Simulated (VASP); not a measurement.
# Ir (P6_3/mmc) in VASP: further runs, part 2 of 2

VASP 6.6.1.

## (5) Single point, PBEsol

This run uses another cell than the first one, of 10.73 Å³/atom, 1.267 times its volume.

The input, INCAR:

```
PREC = Accurate
ENCUT = 520
EDIFF = 1E-6
ISMEAR = -1
SIGMA = 0.08
LREAL = F
LASPH = T
NELM = 60
ALGO = Normal
ISIF = 2
LWAVE = F
LCHARG = T
GGA = PS
LELF = T
LVHAR = T
NBANDS = 16
```

The input, KPOINTS:

```
regular mesh
0
Gamma
  16 16 9
```

The input, POSCAR:

```
Ir
1.0
    2.4781325599      0.0000000000      0.0000000000
   -1.2390662800      2.1461257508      0.0000000000
    0.0000000000      0.0000000000      4.0362814768
Ir
2
Direct
    0.3333333333      0.6666666667      0.2500000000
    0.6666666667      0.3333333333      0.7500000000
```

Potentials or basis: VASP PAW PBE potentials, release 64 (Ir).

The run is started by

```bash
$ cat potpaw_PBE.64/Ir/POTCAR > POTCAR
$ mpirun -np 1 vasp_std > vasp.out
```

OUTCAR:

```text
PREC = Accurate
   ENCUT = 520
   EDIFF = 1E-6
   ISMEAR = -1
   LREAL = F
   LASPH = T
   NELM = 60
   ISIF = 2
   GGA = PS

 ion  position               nearest neighbor table
   1  0.333  0.667  0.250-   2 2.47   2 2.47   2 2.47   2 2.47   2 2.47   2 2.47
   2  0.667  0.333  0.750-   1 2.47   1 2.47   1 2.47   1 2.47   1 2.47   1 2.47

  LATTYP: Found a hexagonal cell.
 ALAT       =     2.4781325599
 C/A-ratio  =     1.6287593094

  Lattice vectors:

 A1 = (   2.4781325599,   0.0000000000,   0.0000000000)
 A2 = (  -1.2390662800,   2.1461257508,   0.0000000000)
 A3 = (   0.0000000000,   0.0000000000,   4.0362814768)

Analysis of symmetry for initial positions (statically):
=====================================================================
 Subroutine PRICEL returns:
 Original cell was already a primitive cell.

 Routine SETGRP: Setting up the symmetry group for a
 hexagonal supercell.

 Subroutine GETGRP returns: Found 24 space group operations
 (whereof 12 operations were pure point group operations)
 out of a pool of 24 trial point group operations.

The static configuration has the point symmetry D_3d.
 The point group associated with its full space group is D_6h.

Analysis of symmetry for dynamics (positions and initial velocities):
=====================================================================
 Subroutine PRICEL returns:
 Original cell was already a primitive cell.

 Routine SETGRP: Setting up the symmetry group for a
 hexagonal supercell.

 Subroutine GETGRP returns: Found 24 space group operations
 (whereof 12 operations were pure point group operations)
 out of a pool of 24 trial point group operations.

The dynamic configuration has the point symmetry D_3d.
 The point group associated with its full space group is D_6h.

[... 106 lines left out ...]
   POTIM  = 0.5000    time-step for ionic-motion
   TEBEG  =    0.0;   TEEND  =   0.0 temperature during run
   PSTRESS=    0.0 pullay stress
   NELECT =      18.0000    total number of electrons
   NUPDOWN=      -1.0000    fix difference up-down
   EMIN   =  10.00;   EMAX   =-10.00  energy-range for DOS
   EFERMI =   0.00;   METHOD = LEGACY
   ISMEAR =    -1;   SIGMA  =   0.08  broadening in eV -4-tet -1-fermi 0-gaus
   EFERMI_NEDOS =   21; number of points for ismear=-14 and -15
   IALGO  =     38    algorithm
   IMIX   =      4    mixing-type and parameters
     AMIX     =   0.40;   BMIX     =  1.00
     AMIX_MAG =   1.60;   BMIX_MAG =  1.00
  volume/ion in A,a.u.               =      10.73        72.43
  Fermi-wavevector in a.u.,A,eV,Ry     =   1.543756  2.917276 32.425162  2.383182
  Thomas-Fermi vector in A             =   2.649374
   LORBIT       =      0    0 simple, 1 ext, 2 COOP (PROOUT), +10 PAW based schemes
   GGA     = PS    functional components
   LHFCALC =     F    Hartree Fock is set to
   AEXX    =    0.0000 exact exchange contribution
   IVDW    =     0    specifies the selected vdW correction
   LEPSILON=     F    determine dielectric tensor
   LRPA    =     F    only Hartree local field effects (RPA)
 non-spin polarized calculation
  energy-cutoff  :      520.00
  volume of cell :       21.47
 maximum number of plane-waves:       590
   NGX =  9   NGY =  9   NGZ = 15

 number of electron      18.0000000 magnetization

 Free energy of the ion-electron system (eV)
  ---------------------------------------------------
  ext. energy  EPLUGINS =         0.00000000
  ---------------------------------------------------
  free energy    TOTEN  =       -16.05021722 eV

  energy without entropy =      -16.01778345  energy(sigma->0) =      -16.03400034

 E-fermi :  15.9879     XC(G=0): -15.7643

 val. band max:       15.9820116719   @ k =   0.5000   0.0000   0.2222
 cond. band min:      15.9907967744   @ k =   0.3750   0.0625   0.1111
 fundamental gap:      0.0087851025
 Fermi energy:        15.9878683397

 k-point     1 :       0.0000    0.0000    0.0000
  band No.  band energies     occupation
      1       1.3544      2.00000
      2       4.1956      2.00000
      3       9.8343      2.00000
      4      10.0027      2.00000
      5      10.0027      2.00000
      6      11.0438      2.00000
[... 433 lines left out ...]
      3       6.6420      2.00000
      4       7.9190      2.00000
      5       9.2230      2.00000
      6      10.7068      2.00000
[... 8 lines left out ...]
     15      28.5167      0.00000
     16      31.9020      0.00000

 [... further k-points ...]
[... 5 lines left out ...]
  --------------------------------------------------------------------------------------
  -------------------------------------------------------------------------------------
  Total       28.3608578     28.3608578     28.3915737     -0.0000000      0.0000000      0.0000000
  in kB     2116.7462592   2116.7462591   2119.0387738     -0.0000000      0.0000000      0.0000000
  external PRESSURE =    2117.5104307 kB  Pullay stress =       0.0000000 kB

 VOLUME and BASIS-vectors are now :
 -----------------------------------------------------------------------------
  energy-cutoff  :      520.00
  volume of cell :       21.47
      direct lattice vectors                 reciprocal lattice vectors
     2.478132560  0.000000000  0.000000000     0.403529664  0.232977960  0.000000000
    -1.239066280  2.146125751  0.000000000     0.000000000  0.465955921  0.000000000
     0.000000000  0.000000000  4.036281477     0.000000000  0.000000000  0.247752791

 POSITION                                       TOTAL-FORCE (eV/Angst)
 -----------------------------------------------------------------------------------
     -0.00000      1.43075      1.00907         0.000000      0.000000     -0.000000
      1.23907      0.71538      3.02721        -0.000000     -0.000000      0.000000
 -----------------------------------------------------------------------------------
    total drift:                                0.000000     -0.000000     -0.000000

  FREE ENERGIE OF THE ION-ELECTRON SYSTEM (eV)
  ---------------------------------------------------
  free  energy   TOTEN  =       -16.0502172208 eV

  energy  without entropy=      -16.0177834494  energy(sigma->0) =      -16.03400034
```

OSZICAR:

```text
N       E                     dE             d eps       ncg     rms          rms(c)
DAV:   1     0.155192453201E+03    0.15519E+03   -0.87106E+03  4816   0.119E+03
DAV:   2    -0.136373196919E+02   -0.16883E+03   -0.15454E+03  4800   0.331E+02
DAV:   3    -0.170101590218E+02   -0.33728E+01   -0.33481E+01  6432   0.569E+01
DAV:   4    -0.170498911699E+02   -0.39732E-01   -0.39724E-01  5648   0.508E+00
DAV:   5    -0.170509571813E+02   -0.10660E-02   -0.10660E-02  6712   0.855E-01    0.484E+01
DAV:   6    -0.163554557885E+02    0.69550E+00   -0.32492E-01  6224   0.777E+00    0.249E+01
DAV:   7    -0.160605588538E+02    0.29490E+00   -0.24822E-01  6312   0.643E+00    0.155E+00
DAV:   8    -0.160502211067E+02    0.10338E-01   -0.14695E-02  5904   0.156E+00    0.443E-01
DAV:   9    -0.160501985222E+02    0.22585E-04   -0.14791E-04  6696   0.106E-01    0.418E-02
DAV:  10    -0.160502174782E+02   -0.18956E-04   -0.14241E-05  6192   0.332E-02    0.229E-03
DAV:  11    -0.160502172208E+02    0.25744E-06   -0.46414E-07  4320   0.574E-03
   1 F= -.16050217E+02 E0= -.16034000E+02  d E =-.324338E-01
```

It took 32 s on 1 thread of Intel Xeon 6975P-C (Granite Rapids), shared host; peak memory 0.16 GiB.

Results:

```yaml
Free_energy: -16.0502 eV
Pressure: 211.8 GPa
Band_gap_on_the_k_mesh: zero (band 9 reaches 17.61 eV, above the bottom of band 10 at 12.46 eV)
```

Stress tensor (GPa, compression positive):
```
211.67   0.00   0.00
  0.00 211.67   0.00
  0.00   0.00 211.90
```

Caveat: the PAW data sets were made with another functional, which shifts forces and pressure a little; spin-orbit coupling is left out, which moves the levels of the heavy elements.
